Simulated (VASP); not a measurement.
Input of a VASP 6.6.1 run:

POSCAR

```
ZnS
1.0
    0.0000000000      2.6945131942      2.8966016838
    2.6945131942      0.0000000000      2.8966016838
    2.6945131942      2.6945131942      0.0000000000
Zn S
1 1
Direct
    0.0000000000      0.0000000000      0.0000000000
    0.7500000000      0.7500000000      0.7500000000
```

INCAR.step1

```
SYSTEM = ZnS
  ALGO = Normal
  EDIFF = 1E-4
  ENCUT = 520
  GGA = PE
  ISMEAR = 0
  LASPH = .TRUE.
  LCHARG = .FALSE.
  LREAL = .FALSE.
  LWAVE = .TRUE.
  NBANDS = 16
  NELM = 80
  PREC = Accurate
  SIGMA = 0.05
```

The input INCAR.step2:

```
SYSTEM = ZnS
  ALGO = Normal
  EDIFF = 1E-6
  ENCUT = 520
  ISIF = 2
  ISMEAR = 0
  ISTART = 1
  LASPH = .TRUE.
  LCHARG = .FALSE.
  LMIXTAU = .TRUE.
  LREAL = .FALSE.
  LWAVE = .FALSE.
  METAGGA = R2SCAN
  NBANDS = 16
  NELM = 80
  PREC = Accurate
  SIGMA = 0.05
```

File KPOINTS:

```
k-points
0
G
  8 8 8
  0 0 0
```

Potentials or basis: VASP PAW PBE potentials, release 64 (Zn, S).

Run with:

```console
$ cat potpaw_PBE.64/Zn/POTCAR potpaw_PBE.64/S/POTCAR > POTCAR
$ cp INCAR.step1 INCAR
$ mpirun -np 1 vasp_std > vasp.out
$ cp INCAR.step2 INCAR
$ mpirun -np 1 vasp_std > vasp.out
```

**Question.** Predict the pressure.

**Answer.** -4.9 GPa.

**Question.** Predict the band gap on the k mesh.

**Answer.** 2.27 eV, direct.

Stress tensor (GPa, compression positive):
```
-3.69  0.00  0.00
 0.00 -3.69  0.00
 0.00  0.00 -7.39
```

Caveat: the cell differs from its parent crystal (strain +0.0750 x Voigt [0, 0, 1, 0, 0, 0]); the PAW data sets were made with another functional, which shifts forces and pressure a little.
